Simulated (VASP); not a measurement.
# H6C2O in VASP: notebook

Runs on H6C2O. Level: PBE+D3(BJ). Tasks: single point.

Program: VASP 6.6.1. These are calculated values, not measurements. Logs are shortened: lines on timing, memory, paths and dates and some standing lists are left out, and cuts for length are marked.

### Step 1. The cell of the first run

The cell holds a disordered packing, 36 atoms: a = 7.348 Å, b = 7.348 Å, c = 7.348 Å, α = 90.00°, β = 90.00°, γ = 90.00°.

### Step 2. Single point, PBE+D3(BJ)

The input, INCAR:

```
ALGO = Normal
EDIFF = 1E-6
ENCUT = 1000
GGA = PE
GGA_COMPAT = False
ISIF = 2
ISMEAR = -1
IVDW = 12
LASPH = True
LCHARG = False
LREAL = Auto
LWAVE = False
NBANDS = 64
NELM = 120
PREC = Accurate
SIGMA = 0.02
```

The input, KPOINTS:

```
k-points
0
Gamma
  1 1 1
```

The input, POSCAR:

```
H6C2O
1.0
    7.3483620000      0.0000000000      0.0000000000
    0.0000000000      7.3483620000      0.0000000000
    0.0000000000      0.0000000000      7.3483620000
O C H
4 8 24
Direct
    0.8963853277      0.2681598887      0.7643906149
    0.5879695774      0.4797196244      0.2976216541
    0.9202400992      0.8069636292     -0.0647925493
    0.8493505226      0.0454509386      0.2621869108
    0.9567623458      0.1756583284      0.6413767473
    0.6035440169      0.3669874997      0.4173267392
    0.7902427041      0.7266458704     -0.0012168716
    0.9775484637      0.0532645877      0.1561802054
    0.4334891710      0.7728737969      0.6515611772
    0.5002263920      0.1396549038      0.9423598694
    0.2182608915      0.4926791307      0.0611139318
   -0.0200856102      0.6559066420      0.4813319708
    1.0047908026      0.2377150396      0.5108670612
    0.9699933636      0.0249843544      0.6507076228
    0.6079788544      0.2187151956      0.3864465648
    0.6209054441      0.4065708829      0.5631672708
    0.7348898643      0.6023559745     -0.0673202560
    0.7221442949      0.7742187894      0.1254069066
    0.9722902696      0.1385664335      0.0321041183
    1.1087313997     -0.0184375241      0.1858667828
    0.5583867054      0.8528702619      0.6381831325
    0.4017292733      0.7094054931      0.5206079165
    0.3213710143      0.8609801786      0.6945746577
    0.4512911103      0.6670997113      0.7551107034
    0.4002064414      0.0578553568      1.0174508771
    0.5556934488      0.2461000303      1.0309377683
    0.4327240579      0.2019915555      0.8245065243
    0.6113419733      0.0525948717      0.8959593383
    0.2209814258      0.3896496094      0.1688445386
    0.1095786745      0.4622080380     -0.0360371131
    0.3500612708      0.4906558093     -0.0076874900
    0.1962641381      0.6270342671      0.1212947672
    0.0733825883      0.7701191199      0.4613114346
    0.0227473151      0.5440953102      0.3928589357
   -0.1577653613      0.6988633820      0.4447559229
   -0.0154972711      0.6140497190      0.6242947146
```

Potentials or basis: VASP PAW PBE potentials, release 64 (O_h, C_h, H_h).

Started as:

```sh
> cat potpaw_PBE.64/O_h/POTCAR potpaw_PBE.64/C_h/POTCAR potpaw_PBE.64/H_h/POTCAR > POTCAR
> mpirun -np 1 vasp_gam > vasp.out
```

OUTCAR:

```text
EDIFF = 1E-6
   ENCUT = 1000
   GGA = PE
   ISIF = 2
   ISMEAR = -1
   IVDW = 12
   LASPH = True
   LREAL = Auto
   NELM = 120
   PREC = Accurate
 IVDW          = 12

 ion  position               nearest neighbor table
   1  0.896  0.268  0.764-   5 1.21
   2  0.588  0.480  0.298-   6 1.21
   3  0.920  0.807  0.935-   7 1.22
   4  0.849  0.045  0.262-   8 1.22
   5  0.957  0.176  0.641-  14 1.11  13 1.12   1 1.21
   6  0.604  0.367  0.417-  15 1.11  16 1.12   2 1.21
   7  0.790  0.727  0.999-  17 1.11  18 1.11   3 1.22
   8  0.978  0.053  0.156-  19 1.11  20 1.12   4 1.22
   9  0.433  0.773  0.652-  21 1.09  23 1.09  22 1.09  24 1.10
  10  0.500  0.140  0.942-  28 1.09  26 1.10  27 1.10  25 1.10
  11  0.218  0.493  0.061-  31 1.09  32 1.09  30 1.09  29 1.10
  12  0.980  0.656  0.481-  35 1.09  34 1.09  33 1.09  36 1.10
  13  0.005  0.238  0.511-   5 1.12
  14  0.970  0.025  0.651-   5 1.11
  15  0.608  0.219  0.386-   6 1.11
  16  0.621  0.407  0.563-   6 1.12
  17  0.735  0.602  0.933-   7 1.11
[... 17 lines left out ...]
  35  0.842  0.699  0.445-  12 1.09
  36  0.985  0.614  0.624-  12 1.10

  LATTYP: Found a simple cubic cell.
 ALAT       =     7.3483620000

  Lattice vectors:

 A1 = (   7.3483620000,   0.0000000000,   0.0000000000)
 A2 = (   0.0000000000,   7.3483620000,   0.0000000000)
 A3 = (   0.0000000000,   0.0000000000,   7.3483620000)

Analysis of symmetry for initial positions (statically):
=====================================================================
 Subroutine PRICEL returns:
 Original cell was already a primitive cell.

 Routine SETGRP: Setting up the symmetry group for a
 simple cubic supercell.

 Subroutine GETGRP returns: Found  1 space group operations
 (whereof  1 operations were pure point group operations)
 out of a pool of 48 trial point group operations.

The static configuration has the point symmetry C_1 .

Analysis of symmetry for dynamics (positions and initial velocities):
=====================================================================
 Subroutine PRICEL returns:
 Original cell was already a primitive cell.

 Routine SETGRP: Setting up the symmetry group for a
 simple cubic supercell.

 Subroutine GETGRP returns: Found  1 space group operations
 (whereof  1 operations were pure point group operations)
 out of a pool of 48 trial point group operations.

The dynamic configuration has the point symmetry C_1 .

 Subroutine INISYM returns: Found  1 space group operations
 (whereof  1 operations are pure point group operations),
 and found     1 'primitive' translations
[... 144 lines left out ...]
   NFREE  =      0    steps in history (QN), initial steepest desc. (CG)
   ISIF   =      2    stress and relaxation
   ISYM   =      2    0-nonsym 1-usesym 2-fastsym
   POTIM  = 0.5000    time-step for ionic-motion
   TEBEG  =    0.0;   TEEND  =   0.0 temperature during run
   PSTRESS=    0.0 pullay stress
   NELECT =      80.0000    total number of electrons
   NUPDOWN=      -1.0000    fix difference up-down
   EMIN   =  10.00;   EMAX   =-10.00  energy-range for DOS
   EFERMI =   0.00;   METHOD = LEGACY
   ISMEAR =    -1;   SIGMA  =   0.02  broadening in eV -4-tet -1-fermi 0-gaus
   EFERMI_NEDOS =   21; number of points for ismear=-14 and -15
   IALGO  =     38    algorithm
   IMIX   =      4    mixing-type and parameters
     AMIX     =   0.40;   BMIX     =  1.00
     AMIX_MAG =   1.60;   BMIX_MAG =  1.00
  volume/ion in A,a.u.               =      11.02        74.38
  Fermi-wavevector in a.u.,A,eV,Ry     =   0.959948  1.814038 12.537766  0.921500
  Thomas-Fermi vector in A             =   2.089189
   LORBIT       =      0    0 simple, 1 ext, 2 COOP (PROOUT), +10 PAW based schemes
   GGA     = PE    functional components
   LHFCALC =     F    Hartree Fock is set to
   AEXX    =    0.0000 exact exchange contribution
   IVDW    =    12    specifies the selected vdW correction
   LEPSILON=     F    determine dielectric tensor
   LRPA    =     F    only Hartree local field effects (RPA)
 non-spin polarized calculation
  energy-cutoff  :     1000.00
  volume of cell :      396.80
 maximum number of plane-waves:     14213
 NGX is ok and might be reduce to    80
   NGX = 37   NGY = 37   NGZ = 37

 number of electron      79.9999999 magnetization

 Free energy of the ion-electron system (eV)
  ---------------------------------------------------
  ext. energy  EPLUGINS =         0.00000000
  ---------------------------------------------------
  free energy    TOTEN  =      -185.51179179 eV

  energy without entropy =     -185.51179179  energy(sigma->0) =     -185.51179179

 E-fermi :  -2.0516     XC(G=0):  -6.6004

 val. band max:       -2.5385035195   @ k =   0.0000   0.0000   0.0000
 cond. band min:       0.3302140512   @ k =   0.0000   0.0000   0.0000
 fundamental gap:      2.8687175707
 Fermi energy:        -2.0515507311

 k-point     1 :       0.0000    0.0000    0.0000
  band No.  band energies     occupation
      1     -23.5762      2.00000
      2     -23.4069      2.00000
      3     -23.2492      2.00000
      4     -22.8477      2.00000
      5     -13.8804      2.00000
      6     -13.6372      2.00000
[... 44 lines left out ...]
     51       5.0256      0.00000
     52       5.3414      0.00000
 [bands above 52 left out]

------------------------ aborting loop because EDIFF is reached ----------------------------------------

 Edisp (eV)   -1.40836

 E8    (eV) :    -0.3133

  FORCE on cell =-STRESS in cart. coord.  units (eV):
  Direction    XX          YY          ZZ          XY          YZ          ZX
  --------------------------------------------------------------------------------------
  -------------------------------------------------------------------------------------
  Total       0.05261     0.18322    -0.10879    -0.43040     0.31602     0.41989
  in kB       0.21242     0.73981    -0.43926    -1.73784     1.27602     1.69541
  external pressure =        0.17 kB  Pullay stress =        0.00 kB

 VOLUME and BASIS-vectors are now :
 -----------------------------------------------------------------------------
  energy-cutoff  :     1000.00
  volume of cell :      396.80
      direct lattice vectors                 reciprocal lattice vectors
     7.348362000  0.000000000  0.000000000     0.136084749  0.000000000  0.000000000
     0.000000000  7.348362000  0.000000000     0.000000000  0.136084749  0.000000000
     0.000000000  0.000000000  7.348362000     0.000000000  0.000000000  0.136084749

 POSITION                                       TOTAL-FORCE (eV/Angst)
 -----------------------------------------------------------------------------------
      6.58696      1.97054      5.61702        -0.034309     -0.085531     -0.110493
      4.32061      3.52515      2.18703        -0.009972     -0.078649      0.078333
      6.76226      5.92986      6.87224        -0.106736     -0.037520      0.072832
      6.24134      0.33399      1.92664         0.161982     -0.028081     -0.118645
      7.03064      1.29080      4.71307         0.273732      0.005949     -0.195804
      4.43506      2.69676      3.06667         0.123660      0.032499      0.014942
[... 28 lines left out ...]
      6.18905      5.13550      3.26823         0.004084     -0.028263      0.008126
      7.23448      4.51226      4.58754        -0.005624     -0.010856     -0.037789
 -----------------------------------------------------------------------------------
    total drift:                               -0.004778      0.001160      0.001769

  FREE ENERGIE OF THE ION-ELECTRON SYSTEM (eV)
  ---------------------------------------------------
  free  energy   TOTEN  =      -186.9201543829 eV

  energy  without entropy=     -186.9201543829  energy(sigma->0) =     -186.92015438
```

OSZICAR:

```text
N       E                     dE             d eps       ncg     rms          rms(c)
DAV:   1     0.802127575279E+03    0.80213E+03   -0.53733E+04   128   0.184E+03
DAV:   2    -0.350258885030E+02   -0.83715E+03   -0.77703E+03   168   0.299E+02
DAV:   3    -0.196763178138E+03   -0.16174E+03   -0.15843E+03   168   0.135E+02
DAV:   4    -0.204513701320E+03   -0.77505E+01   -0.76996E+01   168   0.322E+01
DAV:   5    -0.204692024538E+03   -0.17832E+00   -0.17819E+00   168   0.480E+00    0.238E+01
DAV:   6    -0.188300085868E+03    0.16392E+02   -0.29920E+01   160   0.185E+01    0.111E+01
DAV:   7    -0.186030475404E+03    0.22696E+01   -0.52637E+00   168   0.858E+00    0.564E+00
DAV:   8    -0.185548247357E+03    0.48223E+00   -0.77202E-01   160   0.337E+00    0.188E+00
DAV:   9    -0.185501324279E+03    0.46923E-01   -0.13606E-01   152   0.143E+00    0.439E-01
DAV:  10    -0.185508716522E+03   -0.73922E-02   -0.20559E-02   144   0.695E-01    0.246E-01
DAV:  11    -0.185511691146E+03   -0.29746E-02   -0.64488E-03   152   0.376E-01    0.103E-01
DAV:  12    -0.185511774722E+03   -0.83575E-04   -0.13375E-03   144   0.163E-01    0.350E-02
DAV:  13    -0.185511789605E+03   -0.14883E-04   -0.23742E-04   144   0.792E-02    0.218E-02
DAV:  14    -0.185511793374E+03   -0.37690E-05   -0.76770E-05   152   0.390E-02    0.138E-02
DAV:  15    -0.185511791348E+03    0.20260E-05   -0.21685E-05   144   0.229E-02    0.343E-03
DAV:  16    -0.185511791793E+03   -0.44561E-06   -0.41232E-06   160   0.960E-03
   1 F= -.18692015E+03 E0= -.18692015E+03  d E =-.270366E-10
```

stdout:

```text
POSCAR found type information on POSCAR O C H
 POSCAR found :  3 types and      36 ions
 scaLAPACK will be used
 LDA part: xc-table for (Slater+PW92), standard interpolation
 POSCAR, INCAR and KPOINTS ok, starting setup
 FFT: planning ... GRIDC
 FFT: planning ... GRID_SOFT
 FFT: planning ... GRID
 WAVECAR not read
 entering main loop
```

Run time: 68 s. Hardware: 1 thread of AMD EPYC 9R45 (Zen 5), shared host; peak memory 0.86 GiB.

What came out:

| Item | Value |
| --- | --- |
| Free energy | -186.9202 eV |
| Pressure | 0.0 GPa |
| Largest force | 0.337 eV/Å |
| Band gap on the k mesh | 2.87 eV |
| Dispersion energy per atom | -0.039 eV |

Forces on the atoms (eV/Å):
```
O   -0.034 -0.086 -0.110
O   -0.010 -0.079  0.078
O   -0.107 -0.038  0.073
O    0.162 -0.028 -0.119
C    0.274  0.006 -0.196
C    0.124  0.032  0.015
C    0.004  0.024 -0.057
C   -0.148  0.004  0.111
C   -0.015  0.005 -0.005
C   -0.042  0.013  0.048
C    0.011  0.007  0.007
C    0.032  0.031  0.015
H   -0.060 -0.048  0.217
H   -0.083  0.102  0.105
H   -0.052  0.028  0.003
H   -0.092  0.024 -0.098
H    0.048  0.036  0.029
H    0.032 -0.022 -0.009
H    0.020 -0.053  0.026
H   -0.079  0.076 -0.040
H    0.004 -0.004  0.019
H   -0.006  0.001  0.002
H    0.004  0.014 -0.028
H    0.025  0.004 -0.019
H    0.057  0.036 -0.026
H   -0.053 -0.067 -0.041
H    0.046 -0.011  0.029
H   -0.019  0.007 -0.009
H   -0.009  0.017  0.004
H    0.027  0.017  0.005
H   -0.019  0.011 -0.009
H   -0.005 -0.021  0.003
H   -0.005  0.003 -0.002
H   -0.032 -0.003  0.006
H    0.004 -0.028  0.008
H   -0.006 -0.011 -0.038
```

Caveat: the k points lie up to 0.86 Å⁻¹ apart.

(Part 1 of 2 ends here.)
